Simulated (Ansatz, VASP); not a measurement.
One calculation of In, two programs

The input INCAR:

```
  PREC = Accurate
  ENCUT = 520
  EDIFF = 1E-6
  ISMEAR = -1
  SIGMA = 0.05
  LREAL = F
  LASPH = T
  NELM = 80
  ALGO = Normal
  ISIF = 2
  LWAVE = F
  LCHARG = T
  GGA = PE
  LELF = T
  LVHAR = T
  NBANDS = 12
```

The input KPOINTS:

```
regular mesh
0
Gamma
  12 12 12
```

The input POSCAR:

```
In
1.0
    2.5756937824      0.0000000000      0.0000000000
    0.0000000000      2.5756937824      0.0000000000
    0.0000000000      0.0000000000      2.5756937824
In
1
Direct
    0.0000000000      0.0000000000      0.0000000000
```

Input for Ansatz:

```yaml
crystal:
  lattice:
    - [2.5756937824, 0.0, 0.0]
    - [0.0, 2.5756937824, 0.0]
    - [0.0, 0.0, 2.5756937824]
  atoms:
    - { symbol: In, position: [0.0, 0.0, 0.0] }
kpoints:
  mp_grid: { grid: [12, 12, 12] }
scf:
  occupations: { method: fermi_dirac, width: 0.05 }
hamiltonian:
  xc: pbe
  pseudopotentials: { kind: all_electron, lapw: { basis_error: 0.001 } }
output:
  forces: true
  stress: true
  eigenvalues: true
  populations: true
```

Change from the starting cell: volume scaled by 0.58, LAPW.

Alike in both runs: task single point; functional PBE; k mesh 12 × 12 × 12; occupations fermi-dirac, width 0.05 eV; no spin polarisation.

|  | VASP | Ansatz |
| --- | --- | --- |
| version | VASP 6.6.1 | Ansatz 0.2.0 |
| potentials or method | VASP PAW PBE potentials, release 64 (In_d), cutoff 520 eV | all-electron LAPW, scalar-relativistic |

|  | VASP | Ansatz | Ansatz less VASP |
| --- | --- | --- | --- |
| pressure (GPa) | 71.0 | 70.9 | -0.11 |

Both programs put the cell under a high pressure, so it lies far from rest at this level. Ansatz ran all-electron here, and VASP with PAW potentials.

Noted on VASP's run: the cell as given lies far from equilibrium.
